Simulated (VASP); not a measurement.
# BaZrO3: single point with PBE

The system is BaZrO3.

```
Ba Zr O
1.0
     4.25639    0.00000    0.00000
     0.00000    4.25639    0.00000
     0.00000    0.00000    4.25639
Ba Zr O
1 1 3
Direct
  0.00000 0.00000 0.00000
  0.50000 0.50000 0.50000
  0.00000 0.50000 0.50000
  0.50000 0.50000 0.00000
  0.50000 0.00000 0.50000
```

```json
{
  "Program": "VASP 6.6.1",
  "Task": "single point",
  "Functional": "PBE",
  "Potentials or basis": "VASP PAW PBE potentials, release 64 (Ba_sv, Zr_sv, O)",
  "Cutoff": "520 eV",
  "k mesh": "8 × 8 × 8",
  "Occupations": "gaussian, width 0.05 eV",
  "Spin": "no spin polarisation"
}
```

The pressure is -2.1 GPa and the band gap on the k mesh is 3.09 eV (least direct gap 3.36 eV).

Levels at points of the mesh, in eV from the valence-band top:
```tsv
k point	band 17	band 18	band 19	band 20	band 21	band 22	band 23	band 24
(0.00, 0.00, 0.00)	-0.92	-0.27	-0.27	-0.27	3.09	3.09	3.09	4.59
(0.50, 0.00, 0.00)	-1.67	-1.56	-0.51	-0.51	3.49	5.41	5.41	6.26
(0.50, 0.50, 0.00)	-0.93	-0.93	-0.89	-0.07	5.38	5.38	6.18	6.21
(0.50, 0.50, 0.50)	-2.51	0.00	0.00	0.00	5.80	5.80	5.80	6.60
```

Wall time 62 s on 1 thread of AMD EPYC 7R13 Processor (Zen 3) (shared host), peak memory 0.19 GiB.

Caveat: spin-orbit coupling is left out, which moves the levels of the heavy elements. A k mesh can miss the band edges.
